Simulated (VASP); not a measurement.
# Re in VASP: further runs, part 2 of 2

VASP 6.6.1. The steps go on from the part before.

**3. Single point, r2SCAN**

The input, POSCAR:

```
Re
1.0
    2.7930717857      0.0000000000      0.0000000000
    1.3965358928      2.4188711210      0.0000000000
    0.0000000000      0.0000000000     16.2805335633
Re
2
Direct
    0.0000000000      0.0000000000      0.4299613384
    0.3333333333      0.3333333333      0.5700386616
```

The input, INCAR.step1:

```
PREC = Accurate
ENCUT = 520
ISMEAR = 1
SIGMA = 0.05
LREAL = False
LASPH = True
NELM = 80
LDIPOL = True
IDIPOL = 3
DIPOL = 0.5 0.5 0.500
NBANDS = 14
EFIELD = -0.1
GGA = PE
ALGO = Normal
EDIFF = 1E-4
LWAVE = True
LCHARG = False
```

The input, INCAR.step2:

```
PREC = Accurate
ENCUT = 520
EDIFF = 1E-6
ISMEAR = 1
SIGMA = 0.05
LREAL = False
LASPH = True
NELM = 80
ALGO = Normal
ISIF = 2
LWAVE = False
LCHARG = True
LDIPOL = True
IDIPOL = 3
DIPOL = 0.5 0.5 0.500
METAGGA = R2SCAN
LMIXTAU = True
LELF = True
LVHAR = True
LVACPOTAV = True
NBANDS = 14
EFIELD = -0.1
ISTART = 1
```

The input, KPOINTS:

```
Automatic mesh
0
Gamma
  7 7 1
```

Potentials or basis: VASP PAW PBE potentials, release 64 (Re).

Started as:

```bash
$ cat potpaw_PBE.64/Re/POTCAR > POTCAR
$ cp INCAR.step1 INCAR
$ mpirun -np 1 vasp_std > vasp.out
$ cp INCAR.step2 INCAR
$ mpirun -np 1 vasp_std > vasp.out
```

OUTCAR:

```text
PREC = Accurate
   ENCUT = 520
   EDIFF = 1E-6
   ISMEAR = 1
   LREAL = False
   LASPH = True
   NELM = 80
   ISIF = 2
   METAGGA = R2SCAN
   ISTART = 1

 ion  position               nearest neighbor table
   1  0.000  0.000  0.430-   2 2.79   2 2.79   2 2.79
   2  0.333  0.333  0.570-   1 2.79   1 2.79   1 2.79

  LATTYP: Found a hexagonal cell.
 ALAT       =     2.7930717857
 C/A-ratio  =     5.8288990805

  Lattice vectors:

 A1 = (  -1.3965358928,  -2.4188711210,   0.0000000000)
 A2 = (   2.7930717857,   0.0000000000,   0.0000000000)
 A3 = (   0.0000000000,   0.0000000000,  16.2805335633)

Analysis of symmetry for initial positions (statically):
=====================================================================
 Subroutine PRICEL returns:
 Original cell was already a primitive cell.

 Routine SETGRP: Setting up the symmetry group for a
 hexagonal supercell.

 Subroutine GETGRP returns: Found 12 space group operations
 (whereof  6 operations were pure point group operations)
 out of a pool of 24 trial point group operations.

The static configuration has the point symmetry C_3v.
 The point group associated with its full space group is D_3d.

Analysis of symmetry for dynamics (positions and initial velocities):
=====================================================================
 An external electric field (EFIELD) may reduce the allowed symmetry operations
 Subroutine PRICEL returns:
 Original cell was already a primitive cell.

 Routine SETGRP: Setting up the symmetry group for a
 hexagonal supercell.

 Subroutine GETGRP returns: Found  6 space group operations
 (whereof  6 operations were pure point group operations)
 out of a pool of 24 trial point group operations.

The dynamic configuration has the point symmetry C_3v.

 Subroutine INISYM returns: Found  6 space group operations
 (whereof  6 operations are pure point group operations),
 and found     1 'primitive' translations

[... 107 lines left out ...]
   LRPA    =     F    only Hartree local field effects (RPA)
 non-spin polarized calculation
 Methfessel and Paxton  Order N= 1 SIGMA  =   0.05
  energy-cutoff  :      520.00
  volume of cell :      109.99
 maximum number of plane-waves:      2981
 NGX is ok and might be reduce to    24
   NGX = 11   NGY = 11   NGZ = 61

 number of electron      14.0000000 magnetization

 dipolmoment           0.000000      0.000000     -0.022065 electrons x Angstroem

 Free energy of the ion-electron system (eV)
  ---------------------------------------------------
  ext. energy  EPLUGINS =         0.00000000
  ---------------------------------------------------
  free energy    TOTEN  =      -102.11678547 eV

  energy without entropy =     -102.11434314  energy(sigma->0) =     -102.11597136

 E-fermi :  -1.8540     XC(G=0):  -5.3104

 val. band max:       -1.9214706456   @ k =   0.1429  -0.0000   0.0000
 cond. band min:      -1.8532125562   @ k =   0.2857  -0.0000   0.0000
 fundamental gap:      0.0682580895
 Fermi energy:        -1.8539858202

 k-point     1 :       0.0000    0.0000    0.0000
  band No.  band energies     occupation
      1     -10.1852      2.00000
      2      -8.2664      2.00000
      3      -3.8127      2.00000
      4      -2.9689      2.00000
      5      -2.9689      2.00000
      6      -2.8571      2.00000
      7      -2.7107      2.00000
      8      -2.7107      2.00000
      9      -1.1426     -0.00000
     10      -0.2603      0.00000
     11      -0.2603      0.00000
     12       1.1408      0.00000
     13       1.1408      0.00000
     14       3.4032      0.00000
[... 105 lines left out ...]
      1      -5.9365      2.00000
      2      -5.2155      2.00000
      3      -5.1853      2.00000
      4      -3.6688      2.00000
      5      -3.6120      2.00000
      6      -3.0558      2.00000
      7      -3.0121      2.00000
      8      -0.6282      0.00000
      9      -0.0029      0.00000
     10       0.8805      0.00000
     11       5.0579      0.00000
     12       6.0317      0.00000
     13       6.6800      0.00000
     14       7.4971      0.00000

------------------------ aborting loop because EDIFF is reached ----------------------------------------

  FORCE on cell =-STRESS in cart. coord.  units (eV):
  Direction    XX          YY          ZZ          XY          YZ          ZX
  --------------------------------------------------------------------------------------
  -------------------------------------------------------------------------------------
  Total       -8.4983837     -8.4983837     -5.5699208      0.0000000     -0.0000000      0.0000000
  in kB     -123.7894003   -123.7894003    -81.1327391      0.0000000     -0.0000000      0.0000000
  external PRESSURE =    -109.5705132 kB  Pullay stress =       0.0000000 kB

 VOLUME and BASIS-vectors are now :
 -----------------------------------------------------------------------------
  energy-cutoff  :      520.00
  volume of cell :      109.99
      direct lattice vectors                 reciprocal lattice vectors
     2.793071786  0.000000000  0.000000000     0.358028750 -0.206707995  0.000000000
     1.396535893  2.418871121  0.000000000     0.000000000  0.413415990  0.000000000
     0.000000000  0.000000000 16.280533563     0.000000000  0.000000000  0.061423048

 POSITION                                       TOTAL-FORCE (eV/Angst)
 -----------------------------------------------------------------------------------
      0.00000      0.00000      7.00000         0.000000      0.000000      2.429331
      1.39654      0.80629      9.28053        -0.000000     -0.000000     -2.429331
 -----------------------------------------------------------------------------------
    total drift:                               -0.000000     -0.000000      0.000373

  FREE ENERGIE OF THE ION-ELECTRON SYSTEM (eV)
  ---------------------------------------------------
  free  energy   TOTEN  =      -102.1167854710 eV

  energy  without entropy=     -102.1143431437  energy(sigma->0) =     -102.11597136
```

OUTCAR.step1:

```text
PREC = Accurate
   ENCUT = 520
   ISMEAR = 1
   LREAL = False
   LASPH = True
   NELM = 80
   GGA = PE
   EDIFF = 1E-4

 ion  position               nearest neighbor table
[... 344 lines left out ...]
      1.39654      0.80629      9.28053         0.000000      0.000000     -2.312434
 -----------------------------------------------------------------------------------
    total drift:                                0.000000      0.000000     -0.029516

  FREE ENERGIE OF THE ION-ELECTRON SYSTEM (eV)
  ---------------------------------------------------
  free  energy   TOTEN  =       -22.3194500659 eV

  energy  without entropy=      -22.3193635755  energy(sigma->0) =      -22.31942124

 vacuum level on the upper side and lower side of the slab         3.557         3.621
```

Run time: 3.4 min. Hardware: 1 thread of AMD EPYC 7R13, shared host; peak memory 0.24 GiB.

What came out:

```yaml
Free_energy: -102.1168 eV
Largest_force: 2.429 eV/Å
Band_gap_on_the_k_mesh: zero (bands 7 and 8 overlap by 1.28 eV)
```

Forces in eV/Å, atoms in the order of the input:
```
Re   0.000  0.000  2.429
Re   0.000  0.000 -2.429
```

Levels at points of the mesh, in eV from the Fermi level:
```
           k point  band 4  band 5  band 6  band 7  band 8  band 9  band 10  band 11
(0.00, 0.00, 0.00)   -1.11   -1.11   -1.00   -0.86   -0.86    0.71     1.59     1.59
```

Caveat: the k points lie up to 0.37 Å⁻¹ apart, too coarse for converged energies and pressures of a metal; the PAW data sets were made with another functional, which shifts forces and pressure a little; spin-orbit coupling is left out, which moves the levels of the heavy elements.

**4. Single point, r2SCAN**

POSCAR is that of step 3.

The input, INCAR.step1:

```
SYSTEM = Re
PREC = Accurate
ENCUT = 520
ISMEAR = 1
SIGMA = 0.05
LREAL = .False.
LASPH = .True.
NELM = 60
LDIPOL = .True.
IDIPOL = 3
DIPOL = 0.5 0.5 0.500
NBANDS = 14
EFIELD = -0.2
GGA = PE
ALGO = Normal
EDIFF = 1E-4
LWAVE = .True.
LCHARG = .False.
```

The input, INCAR.step2:

```
SYSTEM = Re
PREC = Accurate
ENCUT = 520
EDIFF = 1E-6
ISMEAR = 1
SIGMA = 0.05
LREAL = .False.
LASPH = .True.
NELM = 60
ALGO = Normal
ISIF = 2
LWAVE = .False.
LCHARG = .False.
LDIPOL = .True.
IDIPOL = 3
DIPOL = 0.5 0.5 0.500
METAGGA = R2SCAN
LMIXTAU = .True.
NBANDS = 14
EFIELD = -0.2
ISTART = 1
```

The input, KPOINTS:

```
regular mesh
0
Gamma
  7 7 1
  0 0 0
```

Started as:

```bash
$ cat potpaw_PBE.64/Re/POTCAR > POTCAR
$ cp INCAR.step1 INCAR
$ mpirun -np 1 vasp_std > vasp.out
$ cp INCAR.step2 INCAR
$ mpirun -np 1 vasp_std > vasp.out
```

It took 3.5 min on 1 thread of AMD EPYC 7R13, shared host; peak memory 0.24 GiB.

It converged, with:

| Item | Value |
| --- | --- |
| Free energy | -102.1201 eV |
| Largest force | 2.428 eV/Å |
| Band gap on the k mesh | zero (bands 7 and 8 overlap by 1.28 eV) |

Forces on the atoms (eV/Å):
```
Re   0.000  0.000  2.428
Re   0.000  0.000 -2.428
```

Levels at points of the mesh, in eV from the Fermi level:
```csv
k point,band 3,band 4,band 5,band 6,band 7,band 8,band 9,band 10,band 11,band 12
"(0.00, 0.00, 0.00)",-1.96,-1.11,-1.11,-1.00,-0.86,-0.86,0.71,1.59,1.59,2.99
```

Caveat: the k points lie up to 0.37 Å⁻¹ apart, too coarse for converged energies and pressures of a metal; the PAW data sets were made with another functional, which shifts forces and pressure a little; spin-orbit coupling is left out, which moves the levels of the heavy elements.

**5. Single point, r2SCAN**

POSCAR is that of step 4.

The input, INCAR.step1:

```
SYSTEM = Re
PREC     = Accurate       ! precision mode
ENCUT    = 520            ! plane-wave cutoff, eV
ISMEAR   = 1              ! smearing method
SIGMA    = 0.05           ! smearing width, eV
LREAL    = .False.        ! projectors in reciprocal space
LASPH    = .True.         ! aspherical terms in the spheres
NELM     = 80             ! most SCF steps
LDIPOL   = .True.       
IDIPOL   = 3            
DIPOL    = 0.5 0.5 0.500
NBANDS   = 14             ! bands
EFIELD   = -0.3         
GGA      = PE             ! functional
ALGO     = Normal         ! electronic algorithm
EDIFF    = 1E-4           ! SCF threshold, eV
LWAVE    = .True.         ! write WAVECAR
LCHARG   = .False.        ! write CHGCAR
```

The input, INCAR.step2:

```
SYSTEM = Re
PREC     = Accurate       ! precision mode
ENCUT    = 520            ! plane-wave cutoff, eV
EDIFF    = 1E-6           ! SCF threshold, eV
ISMEAR   = 1              ! smearing method
SIGMA    = 0.05           ! smearing width, eV
LREAL    = .False.        ! projectors in reciprocal space
LASPH    = .True.         ! aspherical terms in the spheres
NELM     = 80             ! most SCF steps
ALGO     = Normal         ! electronic algorithm
ISIF     = 2              ! what is computed and relaxed
LWAVE    = .False.        ! write WAVECAR
LCHARG   = .False.        ! write CHGCAR
LDIPOL   = .True.       
IDIPOL   = 3            
DIPOL    = 0.5 0.5 0.500
METAGGA  = R2SCAN         ! meta-GGA
LMIXTAU  = .True.       
NBANDS   = 14             ! bands
EFIELD   = -0.3         
ISTART   = 1
```

The input, KPOINTS:

```
Automatic mesh
0
Gamma
  7 7 1
  0 0 0
```

Started as:

```bash
$ cat potpaw_PBE.64/Re/POTCAR > POTCAR
$ cp INCAR.step1 INCAR
$ mpirun -np 1 vasp_std > vasp.out
$ cp INCAR.step2 INCAR
$ mpirun -np 1 vasp_std > vasp.out
```

It took 3.6 min on 1 thread of AMD EPYC 7R13, shared host; peak memory 0.24 GiB.

The run converged. Its results:

```
Free energy            : -102.1256 eV
Largest force          : 2.428 eV/Å
Band gap on the k mesh : zero (bands 7 and 8 overlap by 1.28 eV)
```

Forces on the atoms (eV/Å):
```
Re   0.000  0.000  2.428
Re   0.000  0.000 -2.428
```

Levels at points of the mesh, in eV from the Fermi level:
| k point | band 4 | band 5 | band 6 | band 7 | band 8 | band 9 | band 10 | band 11 |
| --- | --- | --- | --- | --- | --- | --- | --- | --- |
| (0.00, 0.00, 0.00) | -1.12 | -1.12 | -1.01 | -0.86 | -0.86 | 0.71 | 1.59 | 1.59 |

Caveat: the k points lie up to 0.37 Å⁻¹ apart, too coarse for converged energies and pressures of a metal; the PAW data sets were made with another functional, which shifts forces and pressure a little; spin-orbit coupling is left out, which moves the levels of the heavy elements.

**6. Summary**

| electric field (eV/Å) | gap on the mesh (eV) | largest force (eV/Å) |
| --- | --- | --- |
| - | none | 2.43 |
| -0.1 eV/Å | none | 2.43 |
| -0.2 eV/Å | none | 2.43 |
| -0.3 eV/Å | none | 2.43 |

Alike in all rows: task single point; level r2SCAN; potentials or basis VASP PAW PBE potentials, release 64 (Re); no spin polarisation; cell as given; k mesh 7 × 7 × 1; cutoff (eV) 520; smearing methfessel-paxton 0.05 eV.

Caveats: all runs use coarse meshes; the PAW data sets were made with another functional, which shifts forces and pressure a little; spin-orbit coupling is left out, which moves the levels of the heavy elements.

Absolute energies hang on the potentials; compare differences alone.
